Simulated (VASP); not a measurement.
A run of VASP 6.6.1 is set up as follows.

File INCAR:

```
PREC = Accurate
ENCUT = 600
EDIFF = 1E-6
ISMEAR = 0
SIGMA = 0.15
LREAL = F
LASPH = T
NELM = 120
ALGO = Normal
ISIF = 2
LWAVE = F
LCHARG = T
GGA = PE
LELF = T
LVHAR = T
NBANDS = 22
GGA_COMPAT = F
```

The input KPOINTS:

```
regular mesh
0
Gamma
  3 3 4
```

The input POSCAR:

```
Hg2O
1.0
    4.6546757596      0.0000000000      0.0000000000
    0.0000000000      4.6546757596      0.0000000000
    0.0000000000      0.0000000000      3.6599710742
Hg O
2 1
Direct
    0.0000000000      0.5000000000      0.0000000000
    0.5000000000      0.0000000000      0.0000000000
    0.0000000000      0.0000000000      0.0000000000
```

Potentials or basis: VASP PAW PBE potentials, release 64 (Hg, O).

Launch:

```console
$ cat potpaw_PBE.64/Hg/POTCAR potpaw_PBE.64/O/POTCAR > POTCAR
$ mpirun -np 1 vasp_std > vasp.out
```

Question: Predict the pressure.

Answer: 0.1 GPa.

Question: Estimate the band gap on the k mesh.

Answer: Zero (band 15 reaches 1.21 eV, above the bottom of band 16 at 0.09 eV).

Stress tensor (GPa, compression positive):
```
 0.32  0.00  0.00
 0.00  0.32  0.00
 0.00  0.00 -0.29
```

Caveat: the k points lie up to 0.45 Å⁻¹ apart; spin-orbit coupling is left out, which moves the levels of the heavy elements.
